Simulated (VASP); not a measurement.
BAs, 2 atoms in the cell. Symmetry: Pm-3m, No. 221, cubic system. Conventional cell: a = 3.236 Å, b = 3.236 Å, c = 3.236 Å, α = 90.00°, β = 90.00°, γ = 90.00°. B (site symmetry m-3m) has 8 As at 2.80 Å and 6 B at 3.24 Å within 3.7 Å. Within 3.7 Å of As (site symmetry m-3m) lie 8 B at 2.80 Å and 6 As at 3.24 Å. 

- Program: VASP 6.6.1
- Task: single point
- Functional: PBE
- Potentials or basis: VASP PAW PBE potentials, release 64 (B, As)
- Cutoff: 520 eV
- k mesh: 6 × 6 × 6
- Occupations: fermi-dirac, width 0.05 eV
- Spin: no spin polarisation
- Dipole correction: no
- Further INCAR settings: ALGO = Normal; EDIFF = 1e-06; NBANDS = 11

Potentials or basis: VASP PAW PBE potentials, release 64 (B, As).

Command:

```console
$ cat potpaw_PBE.64/B/POTCAR potpaw_PBE.64/As/POTCAR > POTCAR
$ mpirun -np 1 vasp_std > vasp.out
```

Hardware: 1 thread of AMD EPYC 7R13, on a shared host.

Q: Estimate the wall time of this run.

A: Run time: 11 s on 1 thread of AMD EPYC 7R13, with other jobs on the host, peak memory 0.11 GiB. Counts: scf iterations 11, k points 20.
